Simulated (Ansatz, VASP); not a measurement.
# NiSb in VASP and in Ansatz

```
CELL_PARAMETERS angstrom
3.55289 0.00000 0.00000
-1.77645 3.07690 0.00000
0.00000 0.00000 4.63106
ATOMIC_POSITIONS crystal
Ni 0.00000 0.00000 0.00000
Ni 0.00000 0.00000 0.50000
Sb 0.33333 0.66667 0.25000
Sb 0.66667 0.33333 0.75000
```

Change from the starting cell: volume scaled by 0.74, no spin polarisation, PAW files.

Alike in both runs: task single point; functional PBE; k mesh 10 × 10 × 7; occupations fermi-dirac, width 0.05 eV; no spin polarisation.

```csv
,VASP,Ansatz
version,VASP 6.6.1,Ansatz 0.2.0
potentials or method,"VASP PAW PBE potentials, release 64 (Ni, Sb)","PAW with Ansatz's default frozen-core files, scalar-relativistic"
plane-wave cutoff (eV),520,420
valence electrons in the cell,30,66
```

```tsv
	VASP	Ansatz	Ansatz less VASP
pressure (GPa)	84.2	84.7	+0.56
traceless stress, the component that is largest in VASP (GPa)	-1.24	-1.59	-0.357
```

Both programs put the cell under a high pressure, so it lies far from rest at this level. VASP's potentials hold 30 valence electrons a cell and Ansatz's 66, so a difference there can come from the potentials and not from the codes.

Neither program's run includes spin-orbit coupling. Noted on VASP's run: the cell as given lies far from equilibrium.
